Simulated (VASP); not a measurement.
# CuI in VASP: a series of runs

CuI is run at these levels: PBE; tasks: single point.

All numbers are computed with VASP 6.6.1; they aren't measurements. Logs are shortened: lines on timing, memory, paths and dates and some standing lists are left out, and cuts for length are marked.

## (1) The cell of the first run

The cell holds a sheet with vacuum, 2 atoms: a = 3.838 Å, b = 3.838 Å, c = 23.800 Å, α = 90.00°, β = 90.00°, γ = 90.22°.

The cell was generated, and may not be a known phase.

## (2) Single point, PBE, collinear spin

INCAR reads:

```
SYSTEM = CuI
ALGO = Normal
DIPOL = 0.5 0.5 0.294
EDIFF = 1E-6
ENCUT = 520
GGA = PE
IDIPOL = 3
ISIF = 2
ISMEAR = 0
ISPIN = 2
LASPH = .TRUE.
LCHARG = .TRUE.
LDIPOL = .TRUE.
LELF = .TRUE.
LMAXMIX = 4
LORBIT = 11
LREAL = .FALSE.
LVACPOTAV = .TRUE.
LVHAR = .TRUE.
LWAVE = .FALSE.
MAGMOM = 1 0
NBANDS = 20
NELM = 150
PREC = Accurate
SIGMA = 0.1
```

KPOINTS reads:

```
k-points
0
G
  4 4 1
  0 0 0
```

POSCAR reads:

```
CuI
1.0
    3.8376715446      0.0610116489      0.0000000000
   -0.0757303111      3.8374093117      0.0000000000
    0.0000000000      0.0000000000     23.8000000000
Cu I
1 1
Direct
    0.5000000000      0.5000000000      0.2941176471
    0.0000000000      0.0000000000      0.2941176471
```

Potentials or basis: VASP PAW PBE potentials, release 64 (Cu, I).

On the command line:

```bash
> cat potpaw_PBE.64/Cu/POTCAR potpaw_PBE.64/I/POTCAR > POTCAR
> mpirun -np 1 vasp_std > vasp.out
```

OUTCAR:

```text
SYSTEM = CuI
   EDIFF = 1E-6
   ENCUT = 520
   GGA = PE
   ISIF = 2
   ISMEAR = 0
   ISPIN = 2
   LASPH = .TRUE.
   LORBIT = 11
   LREAL = .FALSE.
   NELM = 150
   PREC = Accurate

 ion  position               nearest neighbor table
   1  0.500  0.500  0.294-   2 2.71   2 2.71   2 2.72   2 2.72
   2  0.000  0.000  0.294-   1 2.71   1 2.71   1 2.72   1 2.72

  LATTYP: Found a base centered orthorhombic cell.
 ALAT       =     5.4175536758
 B/A-ratio  =     1.0038428110
 C/A-ratio  =     4.3931267550

  Lattice vectors:

 A1 = (   3.8376715446,   0.0610116489,   0.0000000000)
 A2 = (  -0.0757303111,   3.8374093117,   0.0000000000)
 A3 = (   0.0000000000,   0.0000000000,  23.8000000000)

Analysis of symmetry for initial positions (statically):
=====================================================================
 Subroutine PRICEL returns:
 Original cell was already a primitive cell.

 Routine SETGRP: Setting up the symmetry group for a
 base centered orthorhombic supercell.

 Subroutine GETGRP returns: Found  8 space group operations
 (whereof  4 operations were pure point group operations)
 out of a pool of  8 trial point group operations.

The static configuration has the point symmetry C_2v.
 The point group associated with its full space group is D_2h.

Analysis of symmetry for dynamics (positions and initial velocities):
=====================================================================
 Subroutine PRICEL returns:
 Original cell was already a primitive cell.

 Routine SETGRP: Setting up the symmetry group for a
 base centered orthorhombic supercell.

 Subroutine GETGRP returns: Found  8 space group operations
 (whereof  4 operations were pure point group operations)
 out of a pool of  8 trial point group operations.

The dynamic configuration has the point symmetry C_2v.
 The point group associated with its full space group is D_2h.

Analysis of structural, dynamic, and magnetic symmetry:
=====================================================================
 Subroutine PRICEL returns:
 Original cell was already a primitive cell.

 Routine SETGRP: Setting up the symmetry group for a
 base centered orthorhombic supercell.

 Subroutine GETGRP returns: Found  8 space group operations
 (whereof  4 operations were pure point group operations)
 out of a pool of  8 trial point group operations.

The overall configuration has the point symmetry C_2v.
 The point group associated with its full space group is D_2h.

 Subroutine INISYM returns: Found  8 space group operations
 (whereof  4 operations are pure point group operations),
 and found     1 'primitive' translations

----------------------------------------------------------------------------------------

                                     Primitive cell

  volume of cell :     350.6058

  direct lattice vectors                    reciprocal lattice vectors
     3.837671545  0.061011649  0.000000000     0.260492943  0.005140763  0.000000000
    -0.075730311  3.837409312  0.000000000    -0.004141623  0.260510744  0.000000000
     0.000000000  0.000000000 23.800000000     0.000000000  0.000000000  0.042016807

  length of vectors
     3.838156498  3.838156498 23.800000000     0.260543664  0.260543664  0.042016807

  position of ions in fractional coordinates (direct lattice)
     0.500000000  0.500000000  0.294117647
     0.000000000  0.000000000  0.294117647

  ion indices of the primitive-cell ions
   primitive index   ion index
                 1           1
                 2           2

----------------------------------------------------------------------------------------

 KPOINTS: k-points

Automatic generation of k-mesh.
 Grid dimensions read from file:
 generate k-points for:    4    4    1

 Generating k-lattice:

  Cartesian coordinates                     Fractional coordinates (reciprocal lattice)
     0.065123236  0.001285191  0.000000000     0.250000000 -0.000000000  0.000000000
    -0.001035406  0.065127686  0.000000000     0.000000000  0.250000000  0.000000000
     0.000000000  0.000000000  0.042016807     0.000000000  0.000000000  1.000000000

  Length of vectors
     0.065135916  0.065135916  0.042016807

  Shift w.r.t. Gamma in fractional coordinates (k-lattice)
     0.000000000  0.000000000  0.000000000

 Subroutine IBZKPT returns following result:
 ===========================================

 Found      7 irreducible k-points:

 Following reciprocal coordinates:
            Coordinates               Weight
  0.000000  0.000000  0.000000      1.000000
  0.250000  0.000000  0.000000      4.000000
  0.500000  0.000000  0.000000      2.000000
  0.250000  0.250000  0.000000      2.000000
  0.500000  0.250000  0.000000      4.000000
 -0.250000  0.250000  0.000000      2.000000
  0.500000  0.500000  0.000000      1.000000
   k-points           NKPTS =      7   k-points in BZ     NKDIM =      7   number of bands    NBANDS=     20
   number of dos      NEDOS =    301   number of ions     NIONS =      2
   total plane-waves  NPLWV = 162000
   dimension x,y,z NGX =    30 NGY =   30 NGZ =  180
   dimension x,y,z NGXF=    60 NGYF=   60 NGZF=  360
   ions per type =               1   1
   NGX,Y,Z   is equivalent  to a cutoff of  12.99, 12.99, 12.57 a.u.
   NGXF,Y,Z  is equivalent  to a cutoff of  25.99, 25.99, 25.15 a.u.
 SYSTEM =  CuI
   PREC   = accura    normal or accurate (medium, high low for compatibility)
   ISTART =      0    job   : 0-new  1-cont  2-samecut
   ICHARG =      2    charge: 1-file 2-atom 10-const
   ISPIN  =      2    spin polarized calculation?
   LNONCOLLINEAR =      F non collinear calculations
   LSORBIT =      F    spin-orbit coupling
   LASPH  =      T    aspherical Exc in radial PAW
   ENCUT  =  520.0 eV  38.22 Ry    6.18 a.u.   7.14  7.14 44.25*2*pi/ulx,y,z
   NELM   =    150;   NELMIN=  2; NELMDL= -5     # of ELM steps
   EDIFF  = 0.1E-05   stopping-criterion for ELM
   LREAL  =      F    real-space projection
[... 7 lines left out ...]
   TEBEG  =    0.0;   TEEND  =   0.0 temperature during run
   PSTRESS=    0.0 pullay stress
   NELECT =      18.0000    total number of electrons
   NUPDOWN=      -1.0000    fix difference up-down
   EMIN   =  10.00;   EMAX   =-10.00  energy-range for DOS
   EFERMI =   0.00;   METHOD = LEGACY
   ISMEAR =     0;   SIGMA  =   0.10  broadening in eV -4-tet -1-fermi 0-gaus
   EFERMI_NEDOS =   21; number of points for ismear=-14 and -15
   IALGO  =     38    algorithm
   IMIX   =      4    mixing-type and parameters
     AMIX     =   0.40;   BMIX     =  1.00
     AMIX_MAG =   1.60;   BMIX_MAG =  1.00
  volume/ion in A,a.u.               =     175.30      1183.00
  Fermi-wavevector in a.u.,A,eV,Ry     =   0.608451  1.149807  5.037057  0.370213
  Thomas-Fermi vector in A             =   1.663286
   LORBIT       =     11    0 simple, 1 ext, 2 COOP (PROOUT), +10 PAW based schemes
   GGA     = PE    functional components
   LHFCALC =     F    Hartree Fock is set to
   AEXX    =    0.0000 exact exchange contribution
   IVDW    =     0    specifies the selected vdW correction
   LEPSILON=     F    determine dielectric tensor
   LRPA    =     F    only Hartree local field effects (RPA)
 spin polarized calculation
 Gauss-broadening in eV      SIGMA  =   0.10
  energy-cutoff  :      520.00
  volume of cell :      350.61
 maximum number of plane-waves:      9504
 NGX is ok and might be reduce to    30
   NGX = 15   NGY = 15   NGZ = 89

 dipolmoment           0.000000      0.000000      0.000038 electrons x Angstroem

 number of electron      17.9999990 magnetization       0.0000060

 number of electron      17.9999990 magnetization      -0.0000047

 dipolmoment           0.000000      0.000000     -0.000003 electrons x Angstroem

 Free energy of the ion-electron system (eV)
  ---------------------------------------------------
  ext. energy  EPLUGINS =         0.00000000
  ---------------------------------------------------
  free energy    TOTEN  =        -4.95028085 eV

  energy without entropy =       -4.94322842  energy(sigma->0) =       -4.94675464

 E-fermi :  -2.6340     XC(G=0):  -1.8350

 val. band max:       -2.6339825157   @ k =   0.5000   0.0000   0.0000
 cond. band min:      -2.6339808236   @ k =   0.5000   0.0000   0.0000
 fundamental gap:      0.0000016921
 Fermi energy:        -2.6339818088

 spin component 1

 k-point     1 :       0.0000    0.0000    0.0000
  band No.  band energies     occupation
      1     -16.9015      1.00000
      2      -6.5202      1.00000
      3      -5.5209      1.00000
      4      -5.5079      1.00000
      5      -5.4751      1.00000
      6      -5.2971      1.00000
[... 12 lines left out ...]
     19       4.3751      0.00000
     20       6.2635      0.00000

 k-point     2 :       0.2500    0.0000    0.0000
  band No.  band energies     occupation
      1     -16.6263      1.00000
      2      -7.8720      1.00000
      3      -6.4429      1.00000
      4      -6.4166      1.00000
      5      -5.1789      1.00000
      6      -4.9760      1.00000
[... 12 lines left out ...]
     19       4.5095      0.00000
     20       4.6832      0.00000
[... 73 lines left out ...]
      2      -7.9511      1.00000
      3      -7.1571      1.00000
      4      -6.1961      1.00000
      5      -5.0564      1.00000
      6      -4.9886      1.00000
[... 12 lines left out ...]
     19       5.0265      0.00000
     20       5.2018      0.00000

 k-point     7 :       0.5000    0.5000    0.0000
  band No.  band energies     occupation
      1     -15.9221      1.00000
      2      -7.9236      1.00000
      3      -7.9225      1.00000
      4      -5.2139      1.00000
      5      -5.1280      1.00000
      6      -5.1233      1.00000
[... 12 lines left out ...]
     19       6.5925      0.00000
     20       6.6822      0.00000
 Fermi energy:        -2.6339818088

 spin component 2

 k-point     1 :       0.0000    0.0000    0.0000
  band No.  band energies     occupation
      1     -16.9015      1.00000
      2      -6.5202      1.00000
      3      -5.5209      1.00000
      4      -5.5079      1.00000
      5      -5.4751      1.00000
      6      -5.2971      1.00000
[... 12 lines left out ...]
     19       4.3672      0.00000
     20       6.2476      0.00000

 k-point     2 :       0.2500    0.0000    0.0000
  band No.  band energies     occupation
      1     -16.6263      1.00000
      2      -7.8720      1.00000
      3      -6.4429      1.00000
      4      -6.4166      1.00000
      5      -5.1789      1.00000
      6      -4.9760      1.00000
[... 12 lines left out ...]
     19       4.5008      0.00000
     20       4.6820      0.00000
[... 74 lines left out ...]
      3      -7.1571      1.00000
      4      -6.1961      1.00000
      5      -5.0564      1.00000
      6      -4.9886      1.00000
[... 12 lines left out ...]
     19       5.0265      0.00000
     20       5.1923      0.00000

 k-point     7 :       0.5000    0.5000    0.0000
  band No.  band energies     occupation
      1     -15.9221      1.00000
      2      -7.9236      1.00000
      3      -7.9225      1.00000
      4      -5.2139      1.00000
      5      -5.1280      1.00000
      6      -5.1233      1.00000
[... 12 lines left out ...]
     19       6.6014      0.00000
     20       6.6178      0.00000

------------------------ aborting loop because EDIFF is reached ----------------------------------------

  FORCE on cell =-STRESS in cart. coord.  units (eV):
  Direction    XX          YY          ZZ          XY          YZ          ZX
  --------------------------------------------------------------------------------------
  -------------------------------------------------------------------------------------
  Total        0.0093052      0.0106606     -0.0061929      0.0190122      0.0000000      0.0000000
  in kB        0.0425225      0.0487161     -0.0283000      0.0868807      0.0000000      0.0000000
  external PRESSURE =       0.0209795 kB  Pullay stress =       0.0000000 kB

 VOLUME and BASIS-vectors are now :
 -----------------------------------------------------------------------------
  energy-cutoff  :      520.00
  volume of cell :      350.61
      direct lattice vectors                 reciprocal lattice vectors
     3.837671545  0.061011649  0.000000000     0.260492943  0.005140763  0.000000000
    -0.075730311  3.837409312  0.000000000    -0.004141623  0.260510744  0.000000000
     0.000000000  0.000000000 23.800000000     0.000000000  0.000000000  0.042016807

 POSITION                                       TOTAL-FORCE (eV/Angst)
 -----------------------------------------------------------------------------------
      1.88097      1.94921      7.00000        -0.000000      0.000000      0.000000
      0.00000      0.00000      7.00000         0.000000      0.000000     -0.000000
 -----------------------------------------------------------------------------------
    total drift:                               -0.000000     -0.000000      0.000032

  FREE ENERGIE OF THE ION-ELECTRON SYSTEM (eV)
  ---------------------------------------------------
  free  energy   TOTEN  =        -4.9502808542 eV

  energy  without entropy=       -4.9432284170  energy(sigma->0) =       -4.94675464

 vacuum level on the upper side and lower side of the slab         1.440         1.440

 total charge

# of ion       s       p       d       tot
------------------------------------------
    1        0.334   0.178   9.330   9.842
    2        1.502   2.752   0.044   4.298
--------------------------------------------------
tot          1.836   2.930   9.374  14.141

 magnetization (x)

# of ion       s       p       d       tot
------------------------------------------
    1       -0.000   0.000  -0.000  -0.000
    2       -0.000  -0.000   0.000  -0.000
--------------------------------------------------
tot         -0.000   0.000  -0.000  -0.000
```

Wall time 2.6 min (1 thread of AMD EPYC 9R45 (Zen 5), shared host); peak memory 0.54 GiB.

Results:

```
Free energy                                           : -4.9503 eV
Band gap on the k mesh                                : zero (filled and empty bands overlap)
Net moment                                            : 0.00 μB per cell
Valence electrons inside the program's atomic spheres : Cu 9.84; I 4.30
```

Levels at points of the mesh, in eV from the Fermi level:
Spin up:
| k point | band 6 | band 7 | band 8 | band 9 | band 10 | band 11 | band 12 | band 13 |
| --- | --- | --- | --- | --- | --- | --- | --- | --- |
| (0.00, 0.00, 0.00) | -2.66 | -2.35 | -2.35 | -2.33 | 0.33 | 3.35 | 3.66 | 4.17 |
| (0.50, 0.00, 0.00) | -2.33 | -2.20 | -1.64 | 0.00 | 2.26 | 3.80 | 4.80 | 5.01 |
| (0.50, 0.50, 0.00) | -2.49 | -2.37 | -2.32 | -2.17 | -0.96 | 4.65 | 5.47 | 5.50 |
Spin down:
```tsv
k point	band 6	band 7	band 8	band 9	band 10	band 11	band 12	band 13
(0.00, 0.00, 0.00)	-2.66	-2.35	-2.35	-2.33	0.33	3.34	3.65	4.19
(0.50, 0.00, 0.00)	-2.33	-2.20	-1.64	0.00	2.26	3.80	4.79	5.01
(0.50, 0.50, 0.00)	-2.49	-2.37	-2.32	-2.17	-0.96	4.65	5.47	5.50
```

Caveat: the k points lie up to 0.41 Å⁻¹ apart, too coarse for converged energies and pressures of a metal; spin-orbit coupling is left out, which moves the levels of the heavy elements.

## (3) Single point, PBE

INCAR reads:

```
SYSTEM = CuI
  ALGO = Normal
  DIPOL = 0.5 0.5 0.294
  EDIFF = 1E-7
  ENCUT = 520
  GGA = PE
  IDIPOL = 3
  ISIF = 2
  ISMEAR = 0
  LASPH = .True.
  LCHARG = .False.
  LDIPOL = .True.
  LREAL = .False.
  LWAVE = .False.
  NBANDS = 16
  NELM = 80
  PREC = Accurate
  SIGMA = 0.1
```

KPOINTS reads:

```
k-points
0
Gamma
  14 14 1
  0 0 0
```

POSCAR reads:

```
CuI
1.0
    3.8349785604      0.0675060295      0.0000000000
   -0.0691441242      3.8349493755      0.0000000000
    0.0000000000      0.0000000000     23.8000000000
Cu I
1 1
Direct
    0.5000000000      0.5000000000      0.2941176471
    0.0000000000      0.0000000000      0.2941176471
```

Potentials or basis: VASP PAW PBE potentials, release 64 (Cu, I).

On the command line:

```bash
> cat potpaw_PBE.64/Cu/POTCAR potpaw_PBE.64/I/POTCAR > POTCAR
> mpirun -np 1 vasp_std > vasp.out
```

It took 5.3 min on 1 thread of AMD EPYC 9R45 (Zen 5), shared host; peak memory 0.62 GiB.

It converged, with:

- Free energy: -4.9496 eV
- Band gap on the k mesh: zero (bands 9 and 10 overlap by 0.96 eV)

Levels at points of the mesh, in eV from the Fermi level:
```tsv
k point	band 6	band 7	band 8	band 9	band 10	band 11	band 12	band 13
(0.00, 0.00, 0.00)	-2.34	-2.03	-2.03	-2.01	0.65	3.66	3.97	4.51
(0.50, 0.00, 0.00)	-2.01	-1.88	-1.32	0.32	2.57	4.12	5.12	5.33
(0.50, 0.50, 0.00)	-2.17	-2.05	-2.00	-1.84	-0.64	4.97	5.80	5.80
```

Caveat: spin-orbit coupling is left out, which moves the levels of the heavy elements.

## (4) Single point, PBE

INCAR reads:

```
SYSTEM = CuI
PREC     = Accurate       ! precision mode
ENCUT    = 520            ! plane-wave cutoff, eV
EDIFF    = 1E-6           ! SCF threshold, eV
ISMEAR   = 0              ! smearing method
SIGMA    = 0.1            ! smearing width, eV
LREAL    = .False.        ! projectors in reciprocal space
LASPH    = .True.         ! aspherical terms in the spheres
NELM     = 100            ! most SCF steps
ALGO     = Normal         ! electronic algorithm
ISIF     = 2              ! what is computed and relaxed
LWAVE    = .False.        ! write WAVECAR
LCHARG   = .True.         ! write CHGCAR
LDIPOL   = .True.       
IDIPOL   = 3            
DIPOL    = 0.5 0.5 0.294
GGA      = PE             ! functional
LELF     = .True.         ! ELF
LVHAR    = .True.       
LVACPOTAV= .True.       
NBANDS   = 16             ! bands
```

KPOINTS reads:

```
regular mesh
0
Gamma
  14 14 1
  0 0 0
```

POSCAR reads:

```
CuI
1.0
    3.8376715446      0.0610116489      0.0000000000
   -0.0757303111      3.8374093117      0.0000000000
    0.0000000000      0.0000000000     23.8000000000
Cu I
1 1
Direct
    0.5000000000      0.5000000000      0.2941176471
    0.0000000000      0.0000000000      0.2941176471
```

On the command line:

```bash
> cat potpaw_PBE.64/Cu/POTCAR potpaw_PBE.64/I/POTCAR > POTCAR
> mpirun -np 1 vasp_std > vasp.out
```

Wall time 5.2 min (1 thread of AMD EPYC 9R45 (Zen 5), shared host); peak memory 0.62 GiB.

Results (log left out):

```yaml
Free_energy: -4.9496 eV
Band_gap_on_the_k_mesh: zero (bands 9 and 10 overlap by 0.95 eV)
```

Levels at points of the mesh, in eV from the Fermi level:
| k point | band 6 | band 7 | band 8 | band 9 | band 10 | band 11 | band 12 | band 13 |
| --- | --- | --- | --- | --- | --- | --- | --- | --- |
| (0.00, 0.00, 0.00) | -2.34 | -2.03 | -2.02 | -2.01 | 0.65 | 3.67 | 3.98 | 4.50 |
| (0.50, 0.00, 0.00) | -2.01 | -1.87 | -1.32 | 0.32 | 2.58 | 4.11 | 5.11 | 5.33 |
| (0.50, 0.50, 0.00) | -2.16 | -2.04 | -1.99 | -1.84 | -0.64 | 4.97 | 5.79 | 5.82 |

Caveat: spin-orbit coupling is left out, which moves the levels of the heavy elements.

## (5) Summary

```tsv
spin	cell	k mesh	gap on the mesh (eV)
collinear	a = 3.838, b = 3.838, c = 23.800 Å, angles 90.0, 90.0, 90.2°, 2 atoms	4 × 4 × 1	none
off	a = 3.836, b = 3.836, c = 23.800 Å, 2 atoms	14 × 14 × 1	none
off	a = 3.838, b = 3.838, c = 23.800 Å, angles 90.0, 90.0, 90.2°, 2 atoms	14 × 14 × 1	none
```

Alike in all rows: task single point; level PBE; potentials or basis VASP PAW PBE potentials, release 64 (Cu, I); cutoff (eV) 520; smearing gaussian 0.1 eV.

Caveats: some runs use coarse meshes; spin-orbit coupling is left out, which moves the levels of the heavy elements.

Total energies depend on the potentials used, so only differences within one code and one set of settings carry meaning.

The gap in the log of VASP goes by the Fermi energy; the results here count the filled bands.